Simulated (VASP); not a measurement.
The system is SiN.

```
Si N
1.0
    -1.54985    1.54985    2.41236
     1.54985   -1.54985    2.41236
     1.54985    1.54985   -2.41236
Si N
1 1
Direct
  0.00000 0.00000 0.00000
  0.42800 0.42800 0.00000
```

The cell was generated, and may not be a known phase.

- Program: VASP 6.6.1
- Task: relaxation of cell and atoms
- Functional: PBE
- Potentials or basis: VASP PAW PBE potentials, release 64 (Si, N)
- Cutoff: 600 eV
- k mesh: 8 × 8 × 8
- Occupations: gaussian, width 0.1 eV
- Spin: no spin polarisation

At the start: pressure -21.4 GPa; volume 11.59 Å³/atom.

Problem. How do energy, volume and symmetry change on relaxing?

Solution. Over 8 steps the energy falls by 154.1 meV/atom and the volume is 9.97 Å³/atom (-14.0 %); space group I4mm (No. 107, to 0.1 Å) before and after.

The path:
| step | energy change (eV) | largest force (eV/Å) | pressure (GPa) | volume (Å³) |
| --- | --- | --- | --- | --- |
| 1 | 0.0000 | 0.9487 | -21.43 | 23.18 |
| 2 | -0.2334 | 0.1520 | 16.25 | 18.36 |
| 3 | -0.2994 | 0.3434 | 0.92 | 19.71 |
| 4 | -0.2994 | 0.3231 | 1.56 | 19.64 |
| 5 | -0.3070 | 0.0612 | 1.30 | 19.76 |
| 6 | -0.3076 | 0.0369 | 1.25 | 19.80 |
| 7 | -0.3079 | 0.0346 | -0.92 | 20.04 |
| 8 | -0.3082 | 0.0056 | -0.03 | 19.94 |

Final structure:
```xyz
2
Lattice="-1.4677 1.4677 2.3139 1.4677 -1.4677 2.3139 1.4677 1.4677 -2.3139" Properties=species:S:1:pos:R:3 pbc="T T T"
Si    0.0000    0.0000    0.0520
N     0.0000    0.0000    1.9287
```
